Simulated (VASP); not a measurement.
# Si17O32 (a cell with a defect) in VASP: single point with PBEsol

Aim: the single point of Si17O32 (a cell with a defect) with PBEsol.

Program: VASP 6.6.1. These are calculated values, not measurements. Logs are shortened: lines on timing, memory, paths and dates and some standing lists are left out, and cuts for length are marked.

**1. The cell of the first run**

The cell holds a defect, 49 atoms: a = 10.090 Å, b = 8.667 Å, c = 8.320 Å, α = 90.00°, β = 88.35°, γ = 90.00°.

**2. Single point, PBEsol**

INCAR reads:

```
ALGO     = Normal         # electronic algorithm
EDIFF    = 1E-6           # SCF threshold, eV
ENCUT    = 520            # plane-wave cutoff, eV
GGA      = PS             # functional
GGA_COMPAT= False        
ISIF     = 2              # what is computed and relaxed
ISMEAR   = 0              # smearing method
KPAR     = 2            
LASPH    = True           # aspherical terms in the spheres
LCHARG   = False          # write CHGCAR
LREAL    = Auto         
LWAVE    = False          # write WAVECAR
NBANDS   = 160            # bands
NCORE    = 2            
NELM     = 120            # most SCF steps
PREC     = Accurate       # precision mode
SIGMA    = 0.02           # smearing width, eV
```

KPOINTS reads:

```
k-points
0
Gamma
  2 2 2
```

POSCAR reads:

```
Si17O32
1.0
  -10.0895850000      0.0000000000      0.0000000000
    0.0000000000     -8.6670390000      0.0000000000
   -0.2390190000      0.0000000000      8.3166190000
Si O
17 32
Direct
    0.4405054412      0.6871335082      0.7340088106
    0.4536666568      0.3575049136      0.8447864770
    0.4427298642      0.2856918960      0.2162048410
    0.4393577352      0.5994663633      0.3832178687
    0.1988620840      0.2139527070      0.7097487414
    0.2067108989      0.8810213358      0.8606669008
    0.2398850991      0.8060481647      0.2306333015
    0.1990533314      0.1254556517      0.3433838621
    0.9648772517      0.7014484904      0.7047151832
    0.9440881357      0.3682857415      0.8299662072
    0.9615060919      0.3044157845      0.2044578887
    0.9994442271      0.6444051064      0.3283594539
    0.7018296751      0.1875671692      0.7078726701
    0.7113492959      0.8528818680      0.8093562859
    0.7605861697      0.8050696169      0.1831156735
    0.7053269272      0.1340326998      0.3327382988
    0.6665982738      0.5505422416      0.4123208827
    0.4366857730      0.2865675095      0.0229578657
    0.3823671663      0.4424035376      0.2957773670
    0.6830123596      0.6520182746      0.2421527000
    0.3793685471      0.6235172935      0.5677506591
    0.5997846566      0.3226658225      0.7659506458
    0.5939871702      0.7504747391      0.7279724617
    0.4325477440      0.5432405492      0.8598555634
    0.5977913930      0.2565812431      0.2616046405
    0.2265302392      0.8756052782      0.0519974905
    0.1780259393      0.9395837591      0.3498664418
    0.3532983071      0.1442680791      0.2844621757
    0.1707448718      0.1918366487      0.5216273039
    0.3499841854      0.8331609283      0.7843647435
    0.3488998938      0.2752951941      0.7285978760
    0.1723609687      0.0555894420      0.8083197421
    0.3880046729      0.7491725523      0.2764321607
    0.9244555095      0.3261613439      0.0183003366
    0.9496400685      0.4710454216      0.2910287845
    0.1471902395      0.6542211363      0.2492036452
    1.0090006521      0.6661264271      0.5206119260
    0.0983804347      0.3449999539      0.7779287671
    0.0893028638      0.7673819192      0.8037237926
    0.9086308593      0.5478313763      0.7964486222
    0.1046412235      0.2200684550      0.2214886143
    0.7472956938      0.8043626556     -0.0094566480
    0.6928661959      0.9607084525      0.2595114900
    0.8531283443      0.1927291357      0.2901578210
    0.6800183265      0.1318293056      0.5250489692
    0.8450766590      0.8272769520      0.6990756592
    0.8509817286      0.2533166645      0.7278958976
    0.6731735839      0.0347395521      0.8168475526
    0.9113319205      0.7805847895      0.2454257254
```

Potentials or basis: VASP PAW PBE potentials, release 64 (Si, O).

Started as:

```bash
$ cat potpaw_PBE.64/Si/POTCAR potpaw_PBE.64/O/POTCAR > POTCAR
$ mpirun -np 4 vasp_std > vasp.out
```

OUTCAR:

```text
EDIFF = 1E-6
   ENCUT = 520
   GGA = PS
   ISIF = 2
   ISMEAR = 0
   LASPH = True
   LREAL = Auto
   NELM = 120
   PREC = Accurate

 ion  position               nearest neighbor table
   1  0.441  0.687  0.734-  30 1.61  21 1.63  24 1.63  23 1.64   2 3.01   4 3.02   6 3.06
   2  0.454  0.358  0.845-  18 1.61  31 1.62  22 1.62  24 1.63   1 3.01  13 3.09   5 3.10
   3  0.443  0.286  0.216-  18 1.61  28 1.62  19 1.62  25 1.64   8 2.99   4 3.05  16 3.14
   4  0.439  0.599  0.383-  21 1.65  19 1.65  33 1.66  17 2.35   7 3.00   1 3.02   3 3.05
   5  0.199  0.214  0.710-  29 1.61  38 1.61  31 1.62  32 1.62  10 3.04   2 3.10   8 3.14   6 3.15

   6  0.207  0.881  0.861-  26 1.61  32 1.61  30 1.62  39 1.62   1 3.06   5 3.15
   7  0.240  0.806  0.231-  26 1.61  36 1.62  33 1.63  27 1.64  12 2.90   8 2.95   4 3.00
   8  0.199  0.125  0.343-  29 1.61  27 1.63  28 1.63  41 1.63   7 2.95   3 2.99  11 3.11   5 3.14

   9  0.965  0.701  0.705-  37 1.61  39 1.62  40 1.63  46 1.63  14 2.98  10 3.07
  10  0.944  0.368  0.830-  34 1.62  38 1.62  40 1.62  47 1.63   5 3.04   9 3.07  13 3.10
  11  0.962  0.304  0.204-  44 1.61  34 1.61  35 1.62  41 1.63   8 3.11  16 3.14  12 3.15
  12  0.999  0.644  0.328-  36 1.61  37 1.62  35 1.62  49 1.64   7 2.90  15 3.06  11 3.15
  13  0.702  0.188  0.708-  45 1.62  47 1.62  22 1.62  48 1.63  14 3.02   2 3.09  10 3.10
  14  0.711  0.853  0.809-  42 1.62  48 1.62  46 1.62  23 1.64   9 2.98  13 3.02
  15  0.761  0.805  0.183-  20 1.61  42 1.61  43 1.63  49 1.63  17 3.05  12 3.06
  16  0.705  0.134  0.333-  44 1.61  45 1.61  43 1.63  25 1.64   3 3.14  11 3.14
  17  0.667  0.551  0.412-  20 1.67   4 2.35  15 3.05
  18  0.437  0.287  0.023-   2 1.61   3 1.61
  19  0.382  0.442  0.296-   3 1.62   4 1.65
  20  0.683  0.652  0.242-  15 1.61  17 1.67
  21  0.379  0.624  0.568-   1 1.63   4 1.65
  22  0.600  0.323  0.766-  13 1.62   2 1.62
  23  0.594  0.750  0.728-  14 1.64   1 1.64
[... 24 lines left out ...]
  48  0.673  0.035  0.817-  14 1.62  13 1.63
  49  0.911  0.781  0.245-  15 1.63  12 1.64

  LATTYP: Found a simple monoclinic cell.
 ALAT       =     8.3200529850
 B/A-ratio  =     1.0417047843
 C/A-ratio  =     1.2126827820
 COS(beta)  =    -0.0287280622

  Lattice vectors:

 A1 = (  -0.2390190000,   0.0000000000,   8.3166190000)
 A2 = (   0.0000000000,  -8.6670390000,   0.0000000000)
 A3 = (  10.0895850000,   0.0000000000,   0.0000000000)

Analysis of symmetry for initial positions (statically):
=====================================================================
 Subroutine PRICEL returns:
 Original cell was already a primitive cell.

 Routine SETGRP: Setting up the symmetry group for a
 simple monoclinic supercell.

 Subroutine GETGRP returns: Found  1 space group operations
 (whereof  1 operations were pure point group operations)
 out of a pool of  4 trial point group operations.

The static configuration has the point symmetry C_1 .

Analysis of symmetry for dynamics (positions and initial velocities):
=====================================================================
 Subroutine PRICEL returns:
 Original cell was already a primitive cell.

 Routine SETGRP: Setting up the symmetry group for a
 simple monoclinic supercell.

 Subroutine GETGRP returns: Found  1 space group operations
 (whereof  1 operations were pure point group operations)
 out of a pool of  4 trial point group operations.

The dynamic configuration has the point symmetry C_1 .

 Subroutine INISYM returns: Found  1 space group operations
 (whereof  1 operations are pure point group operations),
 and found     1 'primitive' translations

----------------------------------------------------------------------------------------

                                     Primitive cell

  volume of cell :     727.2619

  direct lattice vectors                    reciprocal lattice vectors
   -10.089585000  0.000000000  0.000000000    -0.099112104  0.000000000 -0.002848474
     0.000000000 -8.667039000  0.000000000     0.000000000 -0.115379658  0.000000000
    -0.239019000  0.000000000  8.316619000     0.000000000  0.000000000  0.120241170

  length of vectors
    10.089585000  8.667039000  8.320052985     0.099153028  0.115379658  0.120241170

  position of ions in fractional coordinates (direct lattice)
     0.440505441  0.687133508  0.734008811
[... 113 lines left out ...]
     0.000000000 -0.057689829  0.000000000     0.000000000  0.500000000  0.000000000
     0.000000000  0.000000000  0.060120585     0.000000000  0.000000000  0.500000000

  Length of vectors
     0.049576514  0.057689829  0.060120585

  Shift w.r.t. Gamma in fractional coordinates (k-lattice)
     0.000000000  0.000000000  0.000000000

 Subroutine IBZKPT returns following result:
 ===========================================

 Found      8 irreducible k-points:

 Following reciprocal coordinates:
            Coordinates               Weight
  0.000000  0.000000  0.000000      1.000000
  0.500000  0.000000  0.000000      1.000000
  0.000000  0.500000  0.000000      1.000000
  0.500000  0.500000  0.000000      1.000000
  0.000000  0.000000  0.500000      1.000000
  0.500000  0.000000  0.500000      1.000000
  0.000000  0.500000  0.500000      1.000000
  0.500000  0.500000  0.500000      1.000000
   k-points           NKPTS =      8   k-points in BZ     NKDIM =      8   number of bands    NBANDS=    160
   number of dos      NEDOS =    301   number of ions     NIONS =     49
   total plane-waves  NPLWV = 327680
   dimension x,y,z NGX =    80 NGY =   64 NGZ =   64
   dimension x,y,z NGXF=   160 NGYF=  128 NGZF=  128
   ions per type =              17  32
   NGX,Y,Z   is equivalent  to a cutoff of  13.18, 12.28, 12.79 a.u.
   NGXF,Y,Z  is equivalent  to a cutoff of  26.36, 24.55, 25.58 a.u.
 SYSTEM =  unknown system
   PREC   = accura    normal or accurate (medium, high low for compatibility)
   ISTART =      0    job   : 0-new  1-cont  2-samecut
   ICHARG =      2    charge: 1-file 2-atom 10-const
   ISPIN  =      1    spin polarized calculation?
   LNONCOLLINEAR =      F non collinear calculations
   LSORBIT =      F    spin-orbit coupling
   LASPH  =      T    aspherical Exc in radial PAW
   ENCUT  =  520.0 eV  38.22 Ry    6.18 a.u.  18.76 16.11 15.47*2*pi/ulx,y,z
   NELM   =    120;   NELMIN=  2; NELMDL= -5     # of ELM steps
   EDIFF  = 0.1E-05   stopping-criterion for ELM
   LREAL  =      T    real-space projection
   EDIFFG = 0.1E-04   stopping-criterion for IOM
   NSW    =      0    number of steps for IOM
   IBRION =     -1    ionic relax: 0-MD 1-quasi-New 2-CG
   NFREE  =      0    steps in history (QN), initial steepest desc. (CG)
   ISIF   =      2    stress and relaxation
   ISYM   =      2    0-nonsym 1-usesym 2-fastsym
   POTIM  = 0.5000    time-step for ionic-motion
   TEBEG  =    0.0;   TEEND  =   0.0 temperature during run
   PSTRESS=    0.0 pullay stress
   NELECT =     260.0000    total number of electrons
   NUPDOWN=      -1.0000    fix difference up-down
   EMIN   =  10.00;   EMAX   =-10.00  energy-range for DOS
   EFERMI =   0.00;   METHOD = LEGACY
   ISMEAR =     0;   SIGMA  =   0.02  broadening in eV -4-tet -1-fermi 0-gaus
   EFERMI_NEDOS =   21; number of points for ismear=-14 and -15
   IALGO  =     38    algorithm
   IMIX   =      4    mixing-type and parameters
     AMIX     =   0.40;   BMIX     =  1.00
     AMIX_MAG =   1.60;   BMIX_MAG =  1.00
  volume/ion in A,a.u.               =      14.84       100.16
  Fermi-wavevector in a.u.,A,eV,Ry     =   1.161901  2.195674 18.368044  1.350013
  Thomas-Fermi vector in A             =   2.298468
   LORBIT       =      0    0 simple, 1 ext, 2 COOP (PROOUT), +10 PAW based schemes
   GGA     = PS    functional components
   LHFCALC =     F    Hartree Fock is set to
   AEXX    =    0.0000 exact exchange contribution
   IVDW    =     0    specifies the selected vdW correction
   LEPSILON=     F    determine dielectric tensor
   LRPA    =     F    only Hartree local field effects (RPA)
 non-spin polarized calculation
 Gauss-broadening in eV      SIGMA  =   0.02
  energy-cutoff  :      520.00
  volume of cell :      727.26
 maximum number of plane-waves:     19628
 NGX is ok and might be reduce to    80
   NGX = 37   NGY = 33   NGZ = 31

 number of electron     259.9999981 magnetization

 Free energy of the ion-electron system (eV)
  ---------------------------------------------------
  ext. energy  EPLUGINS =         0.00000000
  ---------------------------------------------------
  free energy    TOTEN  =      -396.32692680 eV

  energy without entropy =     -396.32692680  energy(sigma->0) =     -396.32692680

 E-fermi :   2.7175     XC(G=0):  -8.4784

 val. band max:        2.5941341205   @ k =   0.0000   0.5000   0.0000
 cond. band min:       4.2567595762   @ k =   0.0000   0.5000   0.0000
 fundamental gap:      1.6626254557
 Fermi energy:         2.7175220621

 k-point     1 :       0.0000    0.0000    0.0000
  band No.  band energies     occupation
      1     -19.3530      2.00000
      2     -18.9547      2.00000
      3     -18.9516      2.00000
      4     -18.9304      2.00000
      5     -18.8146      2.00000
      6     -18.4993      2.00000
[... 1149 lines left out ...]
    141       8.3352      0.00000
    142       8.4932      0.00000
 [bands above 142 left out]

------------------------ aborting loop because EDIFF is reached ----------------------------------------

  FORCE on cell =-STRESS in cart. coord.  units (eV):
  Direction    XX          YY          ZZ          XY          YZ          ZX
  --------------------------------------------------------------------------------------
  -------------------------------------------------------------------------------------
  Total        5.8765349     -1.8379005      4.4948500      4.9355047      1.8246930      9.3540851
  in kB       12.9461622     -4.0489435      9.9022738     10.8730477      4.0198471     20.6072975
  external PRESSURE =       6.2664975 kB  Pullay stress =       0.0000000 kB

 VOLUME and BASIS-vectors are now :
 -----------------------------------------------------------------------------
  energy-cutoff  :      520.00
  volume of cell :      727.26
      direct lattice vectors                 reciprocal lattice vectors
   -10.089585000  0.000000000  0.000000000    -0.099112104  0.000000000 -0.002848474
     0.000000000 -8.667039000  0.000000000     0.000000000 -0.115379658  0.000000000
    -0.239019000  0.000000000  8.316619000     0.000000000  0.000000000  0.120241170

 POSITION                                       TOTAL-FORCE (eV/Angst)
 -----------------------------------------------------------------------------------
     -4.61996     -5.95541      6.10447        -0.004702     -0.014860      0.004357
     -4.77923     -3.09851      7.02577        -0.002619      0.004894      0.008483
     -4.51864     -2.47610      1.79809        -0.022384      0.012774     -0.033579
     -4.52453     -5.19560      3.18708        -0.038552      0.003299     -0.014282
     -2.17608     -1.85434      5.90271         0.000764     -0.007190     -0.017683
     -2.29134     -7.63585      7.15784         0.015923     -0.018952      0.021027
[... 41 lines left out ...]
     -6.98728     -0.30109      6.79341         0.009512     -0.008605      0.023283
     -9.25362     -6.76536      2.04111        -0.011251     -0.005166      0.008899
 -----------------------------------------------------------------------------------
    total drift:                               -0.000307     -0.035679     -0.012102

  FREE ENERGIE OF THE ION-ELECTRON SYSTEM (eV)
  ---------------------------------------------------
  free  energy   TOTEN  =      -396.3269267979 eV

  energy  without entropy=     -396.3269267979  energy(sigma->0) =     -396.32692680
```

It took 11 min on 4 MPI ranks of AMD EPYC 7R43 (Zen 3), shared host; peak memory 0.58 GiB.

Results:

```
Free energy            : -396.3269 eV
Pressure               : 0.6 GPa
Largest force          : 0.074 eV/Å
Band gap on the k mesh : 1.66 eV
```

Forces on the atoms (eV/Å):
```
Si  -0.005 -0.015  0.004
Si  -0.003  0.005  0.008
Si  -0.022  0.013 -0.034
Si  -0.039  0.003 -0.014
Si   0.001 -0.007 -0.018
Si   0.016 -0.019  0.021
Si  -0.024 -0.015 -0.035
Si   0.020 -0.013  0.010
Si  -0.025 -0.013  0.000
Si   0.014 -0.008  0.014
Si   0.005  0.009 -0.004
Si  -0.001  0.013  0.025
Si   0.005 -0.005 -0.011
Si   0.018  0.017  0.000
Si   0.020 -0.033 -0.041
Si   0.017  0.007  0.001
Si   0.007  0.053  0.051
O   -0.005 -0.009  0.002
O    0.012 -0.019  0.007
O    0.019  0.029 -0.006
O    0.028  0.007  0.004
O   -0.011 -0.008 -0.006
O    0.000  0.003 -0.001
O    0.007  0.000  0.022
O   -0.012 -0.002  0.007
O    0.002  0.005  0.007
O    0.025  0.017  0.021
O   -0.003  0.032  0.006
O   -0.002  0.003 -0.003
O   -0.004 -0.028 -0.002
O   -0.008  0.003 -0.004
O    0.005 -0.005 -0.003
O   -0.040 -0.003  0.001
O    0.001  0.003 -0.006
O    0.010 -0.006  0.003
O   -0.013  0.037 -0.022
O    0.002  0.008 -0.015
O   -0.002 -0.020  0.011
O   -0.005 -0.001 -0.002
O    0.020 -0.003  0.006
O   -0.011  0.001 -0.009
O   -0.007 -0.008 -0.006
O    0.001  0.007 -0.005
O    0.002  0.003  0.000
O    0.008 -0.001  0.009
O   -0.009 -0.020 -0.018
O   -0.010 -0.003 -0.006
O    0.010 -0.009  0.023
O   -0.011 -0.005  0.009
```

Levels at points of the mesh, in eV from the valence-band top:
```tsv
k point	band 127	band 128	band 129	band 130	band 131	band 132	band 133	band 134
(0.00, 0.00, 0.00)	-2.81	-2.73	-2.61	-0.01	1.69	2.99	3.60	4.78
(0.50, 0.00, 0.00)	-2.83	-2.74	-2.62	-0.03	1.70	3.40	3.68	3.85
(0.00, 0.50, 0.00)	-2.78	-2.72	-2.61	0.00	1.66	3.45	3.85	4.10
(0.50, 0.50, 0.00)	-2.80	-2.72	-2.61	-0.01	1.68	3.51	4.15	4.34
(0.00, 0.00, 0.50)	-2.90	-2.87	-2.79	-0.01	1.69	3.21	3.90	4.40
(0.50, 0.00, 0.50)	-2.94	-2.86	-2.79	-0.02	1.70	3.36	4.23	4.42
(0.00, 0.50, 0.50)	-2.89	-2.85	-2.77	0.00	1.69	3.42	4.31	4.58
(0.50, 0.50, 0.50)	-2.93	-2.85	-2.80	-0.01	1.70	3.46	4.56	4.71
```

Caveat: the PAW data sets were made with another functional, which shifts forces and pressure a little.
